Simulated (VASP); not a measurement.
# Cu (Fm-3m) in VASP: notebook

Cu is run at these levels: PBEsol; tasks: single point.

Everything below comes from runs of VASP 6.6.1. Logs are shortened: lines on timing, memory, paths and dates and some standing lists are left out, and cuts for length are marked.

## 1. The cell of the first run

Symmetry: Fm-3m, No. 225, cubic system. Conventional cell: a = 3.541 Å, b = 3.541 Å, c = 3.541 Å, α = 90.00°, β = 90.00°, γ = 90.00°. Cu (site symmetry m-3m) has 12 Cu at 2.50 Å within 3.3 Å.

## 2. Single point, PBEsol (volume scaled by 0.94)

Input file INCAR:

```
SYSTEM = Cu
PREC = Accurate ; ENCUT = 520
EDIFF = 1E-6 ; ISMEAR = -1
SIGMA = 0.08 ; LREAL = .FALSE.
LASPH = .TRUE. ; NELM = 80
ALGO = Normal ; ISIF = 2
LWAVE = .FALSE. ; LCHARG = .FALSE.
GGA = PS ; NBANDS = 12
```

Input file KPOINTS:

```
regular mesh
0
G
  19 19 19
  0 0 0
```

Input file POSCAR:

```
Cu
1.0
    0.0000000000      1.7706018915      1.7706018915
    1.7706018915      0.0000000000      1.7706018915
    1.7706018915      1.7706018915      0.0000000000
Cu
1
Direct
    0.0000000000      0.0000000000      0.0000000000
```

Potentials or basis: VASP PAW PBE potentials, release 64 (Cu).

Launch:

```
cat potpaw_PBE.64/Cu/POTCAR > POTCAR
mpirun -np 1 vasp_std > vasp.out
```

OUTCAR:

```text
SYSTEM = Cu
   PREC = Accurate
   ENCUT = 520
   EDIFF = 1E-6
   ISMEAR = -1
   LREAL = .FALSE.
   LASPH = .TRUE.
   NELM = 80
   ISIF = 2
   GGA = PS

 ion  position               nearest neighbor table
   1  0.000  0.000  0.000-

  LATTYP: Found a face centered cubic cell.
 ALAT       =     3.5412037830

  Lattice vectors:

 A1 = (   0.0000000000,   1.7706018915,   1.7706018915)
 A2 = (   1.7706018915,   0.0000000000,   1.7706018915)
 A3 = (   1.7706018915,   1.7706018915,   0.0000000000)

Analysis of symmetry for initial positions (statically):
=====================================================================
 Subroutine PRICEL returns:
 Original cell was already a primitive cell.

 Routine SETGRP: Setting up the symmetry group for a
 face centered cubic supercell.

 Subroutine GETGRP returns: Found 48 space group operations
 (whereof 48 operations were pure point group operations)
 out of a pool of 48 trial point group operations.

The static configuration has the point symmetry O_h .

Analysis of symmetry for dynamics (positions and initial velocities):
=====================================================================
 Subroutine PRICEL returns:
 Original cell was already a primitive cell.

 Routine SETGRP: Setting up the symmetry group for a
 face centered cubic supercell.

 Subroutine GETGRP returns: Found 48 space group operations
 (whereof 48 operations were pure point group operations)
 out of a pool of 48 trial point group operations.

The dynamic configuration has the point symmetry O_h .

 Subroutine INISYM returns: Found 48 space group operations
 (whereof 48 operations are pure point group operations),
 and found     1 'primitive' translations

----------------------------------------------------------------------------------------

                                     Primitive cell

  volume of cell :      11.1018

  direct lattice vectors                    reciprocal lattice vectors
     0.000000000  1.770601891  1.770601891    -0.282389849  0.282389849  0.282389849
     1.770601891  0.000000000  1.770601891     0.282389849 -0.282389849  0.282389849
     1.770601891  1.770601891  0.000000000     0.282389849  0.282389849 -0.282389849

  length of vectors
     2.504009209  2.504009209  2.504009209     0.489113565  0.489113565  0.489113565

  position of ions in fractional coordinates (direct lattice)
     0.000000000  0.000000000  0.000000000

  ion indices of the primitive-cell ions
   primitive index   ion index
                 1           1

----------------------------------------------------------------------------------------

 KPOINTS: regular mesh

Automatic generation of k-mesh.
 Grid dimensions read from file:
 generate k-points for:   19   19   19

 Generating k-lattice:

  Cartesian coordinates                     Fractional coordinates (reciprocal lattice)
    -0.014862624  0.014862624  0.014862624     0.052631579  0.000000000  0.000000000
     0.014862624 -0.014862624  0.014862624     0.000000000  0.052631579  0.000000000
     0.014862624  0.014862624 -0.014862624     0.000000000  0.000000000  0.052631579

  Length of vectors
     0.025742819  0.025742819  0.025742819

  Shift w.r.t. Gamma in fractional coordinates (k-lattice)
     0.000000000  0.000000000  0.000000000

 Subroutine IBZKPT returns following result:
 ===========================================

 Found    220 irreducible k-points:

 Following reciprocal coordinates:
            Coordinates               Weight
  0.000000  0.000000  0.000000      1.000000
  0.052632  0.000000  0.000000      8.000000
  0.105263  0.000000  0.000000      8.000000
  0.157895  0.000000  0.000000      8.000000
  0.210526  0.000000  0.000000      8.000000
  0.263158  0.000000  0.000000      8.000000
[... 16 lines left out ...]
 -0.315789  0.052632  0.000000     24.000000
 -0.263158  0.052632  0.000000     24.000000
 [... further k-points ...]
   k-points           NKPTS =    220   k-points in BZ     NKDIM =    220   number of bands    NBANDS=     12
   number of dos      NEDOS =    301   number of ions     NIONS =      1
   total plane-waves  NPLWV =   8000
   dimension x,y,z NGX =    20 NGY =   20 NGZ =   20
   dimension x,y,z NGXF=    40 NGYF=   40 NGZF=   40
   ions per type =               1
   NGX,Y,Z   is equivalent  to a cutoff of  13.28, 13.28, 13.28 a.u.
   NGXF,Y,Z  is equivalent  to a cutoff of  26.56, 26.56, 26.56 a.u.
 SYSTEM =  Cu
   PREC   = accura    normal or accurate (medium, high low for compatibility)
   ISTART =      0    job   : 0-new  1-cont  2-samecut
   ICHARG =      2    charge: 1-file 2-atom 10-const
   ISPIN  =      1    spin polarized calculation?
   LNONCOLLINEAR =      F non collinear calculations
   LSORBIT =      F    spin-orbit coupling
   LASPH  =      T    aspherical Exc in radial PAW
   ENCUT  =  520.0 eV  38.22 Ry    6.18 a.u.   4.66  4.66  4.66*2*pi/ulx,y,z
   NELM   =     80;   NELMIN=  2; NELMDL= -5     # of ELM steps
   EDIFF  = 0.1E-05   stopping-criterion for ELM
   LREAL  =      F    real-space projection
   EDIFFG = 0.1E-04   stopping-criterion for IOM
   NSW    =      0    number of steps for IOM
   IBRION =     -1    ionic relax: 0-MD 1-quasi-New 2-CG
   NFREE  =      0    steps in history (QN), initial steepest desc. (CG)
   ISIF   =      2    stress and relaxation
   ISYM   =      2    0-nonsym 1-usesym 2-fastsym
   POTIM  = 0.5000    time-step for ionic-motion
   TEBEG  =    0.0;   TEEND  =   0.0 temperature during run
   PSTRESS=    0.0 pullay stress
   NELECT =      11.0000    total number of electrons
   NUPDOWN=      -1.0000    fix difference up-down
   EMIN   =  10.00;   EMAX   =-10.00  energy-range for DOS
   EFERMI =   0.00;   METHOD = LEGACY
   ISMEAR =    -1;   SIGMA  =   0.08  broadening in eV -4-tet -1-fermi 0-gaus
   EFERMI_NEDOS =   21; number of points for ismear=-14 and -15
   IALGO  =     38    algorithm
   IMIX   =      4    mixing-type and parameters
     AMIX     =   0.40;   BMIX     =  1.00
     AMIX_MAG =   1.60;   BMIX_MAG =  1.00
  volume/ion in A,a.u.               =      11.10        74.92
  Fermi-wavevector in a.u.,A,eV,Ry     =   1.632080  3.084184 36.241641  2.663685
  Thomas-Fermi vector in A             =   2.724110
   LORBIT       =      0    0 simple, 1 ext, 2 COOP (PROOUT), +10 PAW based schemes
   GGA     = PS    functional components
   LHFCALC =     F    Hartree Fock is set to
   AEXX    =    0.0000 exact exchange contribution
   IVDW    =     0    specifies the selected vdW correction
   LEPSILON=     F    determine dielectric tensor
   LRPA    =     F    only Hartree local field effects (RPA)
 non-spin polarized calculation
  energy-cutoff  :      520.00
  volume of cell :       11.10
 maximum number of plane-waves:       310
   NGX =  9   NGY =  9   NGZ =  9

 number of electron      11.0000009 magnetization

 Free energy of the ion-electron system (eV)
  ---------------------------------------------------
  ext. energy  EPLUGINS =         0.00000000
  ---------------------------------------------------
  free energy    TOTEN  =        -4.30743766 eV

  energy without entropy =       -4.30063601  energy(sigma->0) =       -4.30403684

 E-fermi :   8.2349     XC(G=0): -13.2738

 val. band max:        8.2275271346   @ k =  -0.3684   0.1579   0.0526
 cond. band min:       8.2592774179   @ k =   0.4737   0.3684   0.0526
 fundamental gap:      0.0317502833
 Fermi energy:         8.2348554287

 k-point     1 :       0.0000    0.0000    0.0000
  band No.  band energies     occupation
      1      -1.6824      2.00000
      2       4.9602      2.00000
      3       4.9602      2.00000
      4       4.9602      2.00000
      5       5.8755      2.00000
      6       5.8755      2.00000
      7      31.2664      0.00000
      8      34.3663      0.00000
      9      34.3663      0.00000
     10      34.3663      0.00000
     11      36.9074      0.00000
     12      36.9074      0.00000

 k-point     2 :       0.0526    0.0000    0.0000
  band No.  band energies     occupation
      1      -1.5767      2.00000
      2       4.9360      2.00000
      3       4.9814      2.00000
      4       4.9814      2.00000
      5       5.8668      2.00000
      6       5.8668      2.00000
      7      30.7683      0.00000
      8      32.9613      0.00000
      9      34.0277      0.00000
     10      34.0277      0.00000
     11      37.3883      0.00000
     12      37.3883      0.00000

 k-point     3 :       0.1053    0.0000    0.0000
  band No.  band energies     occupation
      1      -1.2631      2.00000
      2       4.8696      2.00000
      3       5.0374      2.00000
      4       5.0374      2.00000
      5       5.8479      2.00000
      6       5.8479      2.00000
      7      28.6608      0.00000
      8      32.1565      0.00000
      9      33.3898      0.00000
     10      33.3898      0.00000
     11      38.4007      0.00000
     12      38.4007      0.00000
[... 286 lines left out ...]
 k-point    23 :      -0.3158    0.0526    0.0000
  band No.  band energies     occupation
      1       1.8829      2.00000
      2       4.8518      2.00000
      3       5.0314      2.00000
      4       5.0777      2.00000
      5       6.1045      2.00000
      6       6.3945      2.00000
      7      17.2536      0.00000
      8      28.5751      0.00000
      9      31.3964      0.00000
     10      32.8618      0.00000
     11      34.7532      0.00000
     12      36.6864      0.00000

 k-point    24 :      -0.2632    0.0526    0.0000
  band No.  band energies     occupation
      1       1.0974      2.00000
      2       4.6535      2.00000
      3       5.0979      2.00000
      4       5.1410      2.00000
      5       5.9318      2.00000
      6       6.2016      2.00000
      7      19.6967      0.00000
      8      28.7687      0.00000
      9      32.0167      0.00000
     10      33.4780      0.00000
     11      35.5847      0.00000
     12      37.0163      0.00000

 [... further k-points ...]
[... 5 lines left out ...]
  --------------------------------------------------------------------------------------
  -------------------------------------------------------------------------------------
  Total        0.2774473      0.2774473      0.2774473      0.0000000     -0.0000000     -0.0000000
  in kB       40.0403941     40.0403941     40.0403941      0.0000000     -0.0000000     -0.0000000
  external PRESSURE =      40.0403941 kB  Pullay stress =       0.0000000 kB

 VOLUME and BASIS-vectors are now :
 -----------------------------------------------------------------------------
  energy-cutoff  :      520.00
  volume of cell :       11.10
      direct lattice vectors                 reciprocal lattice vectors
     0.000000000  1.770601891  1.770601891    -0.282389849  0.282389849  0.282389849
     1.770601891  0.000000000  1.770601891     0.282389849 -0.282389849  0.282389849
     1.770601891  1.770601891  0.000000000     0.282389849  0.282389849 -0.282389849

 POSITION                                       TOTAL-FORCE (eV/Angst)
 -----------------------------------------------------------------------------------
      0.00000      0.00000      0.00000         0.000000     -0.000000      0.000000
 -----------------------------------------------------------------------------------
    total drift:                                0.000000      0.000000      0.000000

  FREE ENERGIE OF THE ION-ELECTRON SYSTEM (eV)
  ---------------------------------------------------
  free  energy   TOTEN  =        -4.3074376621 eV

  energy  without entropy=       -4.3006360088  energy(sigma->0) =       -4.30403684
```

It took 24 s on 1 thread of Intel Xeon 8259CL, shared host; peak memory 0.15 GiB.

What came out:

- Free energy: -4.3074 eV
- Pressure: 4.0 GPa

Caveat: the PAW data sets were made with another functional, which shifts forces and pressure a little.

## 3. Single point, PBEsol (volume scaled by 0.9405)

Input file INCAR:

```
SYSTEM = Cu
PREC = Accurate
ENCUT = 520
EDIFF = 1E-6
ISMEAR = -1
SIGMA = 0.08
LREAL = .False.
LASPH = .True.
NELM = 80
ALGO = Normal
ISIF = 2
LWAVE = .False.
LCHARG = .True.
GGA = PS
LELF = .True.
LVHAR = .True.
NBANDS = 12
```

Input file KPOINTS:

```
Automatic mesh
0
Gamma
  19 19 19
  0 0 0
```

Input file POSCAR:

```
Cu
1.0
    0.0000000000      1.7709157724      1.7709157724
    1.7709157724      0.0000000000      1.7709157724
    1.7709157724      1.7709157724      0.0000000000
Cu
1
Direct
    0.0000000000      0.0000000000      0.0000000000
```

Potentials or basis: VASP PAW PBE potentials, release 64 (Cu).

Launch:

```
cat potpaw_PBE.64/Cu/POTCAR > POTCAR
mpirun -np 1 vasp_std > vasp.out
```

It took 30 s on 1 thread of Intel Xeon 8259CL, shared host; peak memory 0.15 GiB.

It converged, with:

```
Free energy : -4.3076 eV
Pressure    : 3.9 GPa
```

Levels at points of the mesh, in eV from the Fermi level:
| k point | band 4 | band 5 | band 6 | band 7 | band 8 | band 9 |
| --- | --- | --- | --- | --- | --- | --- |
| (0.00, 0.00, 0.00) | -3.27 | -2.36 | -2.36 | 23.03 | 26.12 | 26.12 |

Caveat: the PAW data sets were made with another functional, which shifts forces and pressure a little.

(Continued in part 2 of 2.)
